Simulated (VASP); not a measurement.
**WC: single point with PBE**

The system is WC.

```xyz
2
Lattice="2.9217 0.0000 0.0000 -1.4609 2.5303 0.0000 0.0000 0.0000 2.8472" Properties=species:S:1:pos:R:3 pbc="T T T"
W     0.0000    0.0000    0.0000
C     0.0000    1.6869    1.4236
```

| Item | Value |
| --- | --- |
| Program | VASP 6.6.1 |
| Task | single point |
| Functional | PBE |
| Potentials or basis | VASP PAW PBE potentials, release 64 (W_sv, C) |
| Cutoff | 520 eV |
| k mesh | 18 × 18 × 16 |
| Occupations | gaussian, width 0.1 eV |
| Spin | no spin polarisation |

```yaml
Pressure: 1.1 GPa
Band_gap_on_the_k_mesh: zero (band 9 reaches 11.50 eV, above the bottom of band 10 at 10.31 eV)
```

Stress tensor (GPa, compression positive):
```
0.96 0.00 0.00
0.00 0.96 0.00
0.00 0.00 1.26
```

Levels at points of the mesh, in eV from the Fermi level:
```tsv
k point	band 6	band 7	band 8	band 9	band 10	band 11	band 12	band 13
(0.00, 0.00, 0.00)	-4.23	-3.28	-3.28	0.10	3.17	3.17	5.55	5.55
(0.50, 0.00, 0.00)	-6.97	-3.54	-3.50	-0.47	2.31	4.44	4.78	6.78
(0.00, 0.00, 0.50)	-8.56	-1.99	-1.99	-0.57	-0.57	3.64	4.48	4.48
(0.50, 0.00, 0.50)	-6.37	-4.25	-4.15	0.26	4.33	5.20	6.51	9.04
```

Run time: 73 s on 1 thread of AMD EPYC 9R45 (Zen 5), on a shared host, peak memory 0.19 GiB.

Caveat: spin-orbit coupling is left out, which moves the levels of the heavy elements.
